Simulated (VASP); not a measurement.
Set up this calculation in VASP 6.6.1, as the native input.

| Quantity | Value |
| --- | --- |
| Task | single point |
| Functional | PBE |
| Potentials or basis | VASP PAW PBE potentials, release 64 (Si, Te, S) |
| Cutoff | 520 eV |
| k mesh | 6 × 6 × 4 |
| Occupations | gaussian, width 0.1 eV |
| Spin | no spin polarisation |
| Dipole correction | no |
| Further INCAR settings | ALGO = Normal; EDIFF = 1e-06; NBANDS = 15 |

The structure of SiTeS lies in POSCAR:

```
SiTeS
1.0
    3.1300601651      0.0000000000      0.0000000000
    0.0000000000      3.1300601651      0.0000000000
    0.0000000000      0.0000000000      8.0129107514
Si Te S
1 1 1
Direct
    0.0000000000      0.0000000000      0.6973570109
    0.5000000000      0.5000000000      0.0458309485
    0.5000000000      0.5000000000      0.5669027606
```

The cell was generated, and may not be a known phase.

The input as run:

INCAR

```
PREC = Accurate
ENCUT = 520
EDIFF = 1E-6
ISMEAR = 0
SIGMA = 0.1
LREAL = F
LASPH = T
NELM = 80
ALGO = Normal
ISIF = 2
LWAVE = F
LCHARG = T
GGA = PE
LELF = T
LVHAR = T
NBANDS = 15
```

KPOINTS

```
regular mesh
0
Gamma
  6 6 4
```

Potentials or basis: VASP PAW PBE potentials, release 64 (Si, Te, S).

The run is started by

```bash
$ cat potpaw_PBE.64/Si/POTCAR potpaw_PBE.64/Te/POTCAR potpaw_PBE.64/S/POTCAR > POTCAR
$ mpirun -np 1 vasp_std > vasp.out
```

It gave:

```yaml
Pressure: 0.0 GPa
Largest_force: 0.012 eV/Å
Band_gap_on_the_k_mesh: zero (bands 8 and 9 overlap by 2.68 eV)
```

Caveat: spin-orbit coupling is left out, which moves the levels of the heavy elements; this functional lacks dispersion, which binds layers or chains, so the pressure and a relaxed spacing across them are unreliable.

Run time: 56 s on 1 thread of Intel Xeon 8259CL, on a shared host, peak memory 0.2 GiB.
